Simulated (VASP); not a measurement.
Runs of VASP 6.6.1 on ZnSe. The structure is that of space group F-43m (No. 216), or close to it. The cells are those of the table. 

```tsv
task	cell	cutoff (eV)	gap on the mesh (eV)	pressure (GPa)
single point	a = 4.006 Å, angles 60.0°, 2 atoms	520	1.87	0.1
relaxation of cell and atoms	relaxed from a = 4.008 Å, angles 60.0°, 2 atoms	600	1.87	0.0
single point	a = 3.839 Å, angles 60.0°, 2 atoms	520	2.45	(b)
single point	a = 4.136 Å, angles 60.0°, 2 atoms	520	1.47	-5.0
single point	a = 3.966 Å, angles 60.0°, 2 atoms	520	2.01	2.2
single point	a = 3.925 Å, angles 60.0°, 2 atoms	520	2.15	(a)
```

Alike in all rows: level r2SCAN; potentials or basis VASP PAW PBE potentials, release 64 (Zn, Se); no spin polarisation; k mesh 8 × 8 × 8; smearing gaussian 0.02 eV.

Estimate the missing entries.

(a) 4.8; (b) 11.2.

Caveats: the PAW data sets were made with another functional, which shifts forces and pressure a little; the relaxation stopped at its first step, so nothing moved (some runs).

A k mesh can miss the band edges, and the runs leave out spin-orbit coupling on Se.
